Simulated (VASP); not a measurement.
# TiO2: single point with PBE

The system is TiO2.

```xyz
12
Lattice="-5.0638 5.0638 2.9780 5.0638 -5.0638 2.9780 5.0638 5.0638 -2.9780" Properties=species:S:1:pos:R:3 pbc="T T T"
Ti    1.7955    1.7955    0.0000
Ti   -3.2684    3.2684    2.9780
Ti    3.2684   -3.2684    2.9780
Ti    3.2684    3.2684    2.9780
O     2.5319    2.5319    1.4890
O     2.5319   -2.5319    1.4890
O    -2.5319    2.5319    1.4890
O     2.5319    2.5319   -1.4890
O     2.0811    0.0000    0.0000
O     0.0000    8.0466    0.0000
O     0.0000    2.0811    0.0000
O     8.0466    0.0000    0.0000
```

```json
{
 "Program": "VASP 6.6.1",
 "Task": "single point",
 "Functional": "PBE",
 "Potentials or basis": "VASP PAW PBE potentials, release 64 (Ti_sv, O)",
 "Cutoff": "520 eV",
 "k mesh": "6 × 6 × 6",
 "Occupations": "gaussian, width 0.02 eV",
 "Spin": "no spin polarisation"
}
```

```yaml
Pressure: 0.4 GPa
Largest_force: 0.019 eV/Å
Band_gap_on_the_k_mesh: 3.26 eV
```

Forces in eV/Å, atoms in the order of the input:
```
Ti   0.012  0.012  0.000
Ti   0.012 -0.012  0.000
Ti  -0.012  0.012  0.000
Ti  -0.012 -0.012  0.000
O    0.000  0.000  0.000
O    0.000  0.000  0.000
O    0.000  0.000  0.000
O    0.000  0.000  0.000
O    0.019  0.000  0.000
O    0.000 -0.019  0.000
O    0.000  0.019  0.000
O   -0.019  0.000  0.000
```

Levels at points of the mesh, in eV from the valence-band top:
| k point | band 46 | band 47 | band 48 | band 49 | band 50 | band 51 |
| --- | --- | --- | --- | --- | --- | --- |
| (0.00, 0.00, 0.00) | -0.36 | -0.01 | 0.00 | 3.34 | 3.65 | 3.65 |
| (0.50, 0.00, 0.00) | -0.52 | -0.33 | -0.15 | 3.74 | 3.96 | 4.25 |
| (0.50, 0.50, 0.00) | -0.26 | -0.22 | -0.20 | 3.58 | 3.88 | 3.88 |
| (0.50, 0.50, 0.50) | -0.04 | 0.00 | 0.00 | 3.26 | 3.84 | 3.84 |

Run time: 15 min on 1 thread of Intel(R) Xeon(R) Platinum 8259CL CPU @ 2.50GHz (Skylake/Cascade Lake), on a shared host, peak memory 0.74 GiB.

A k mesh can miss the band edges.
